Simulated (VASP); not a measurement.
A run of VASP 6.6.1 is set up as follows.

The input INCAR:

```
SYSTEM = AlAu
  PREC = Accurate
  ENCUT = 520
  EDIFF = 1E-6
  ISMEAR = -1
  SIGMA = 0.05
  LREAL = .FALSE.
  LASPH = .TRUE.
  NELM = 100
  ALGO = Normal
  ISIF = 2
  LWAVE = .FALSE.
  LCHARG = .TRUE.
  GGA = PS
  LELF = .TRUE.
  LVHAR = .TRUE.
  NBANDS = 14
```

Contents of KPOINTS:

```
Automatic mesh
0
G
  8 8 8
  0 0 0
```

Contents of POSCAR:

```
AlAu
1.0
    3.2023041534      0.0000000000      0.0000000000
    0.0000000000      3.2023041534      0.0000000000
    0.0000000000      0.0000000000      3.2023041534
Au Al
1 1
Direct
    0.5000000000      0.5000000000      0.5000000000
    0.0000000000      0.0000000000      0.0000000000
```

Potentials or basis: VASP PAW PBE potentials, release 64 (Au, Al).

Command:

```sh
$ cat potpaw_PBE.64/Au/POTCAR potpaw_PBE.64/Al/POTCAR > POTCAR
$ mpirun -np 1 vasp_std > vasp.out
```

What does it give for the pressure?

-3.2 GPa.

What does it give for the band gap on the k mesh?

Zero (band 7 reaches 12.58 eV, above the bottom of band 8 at 8.46 eV).

Caveat: the PAW data sets were made with another functional, which shifts forces and pressure a little; spin-orbit coupling is left out, which moves the levels of the heavy elements.
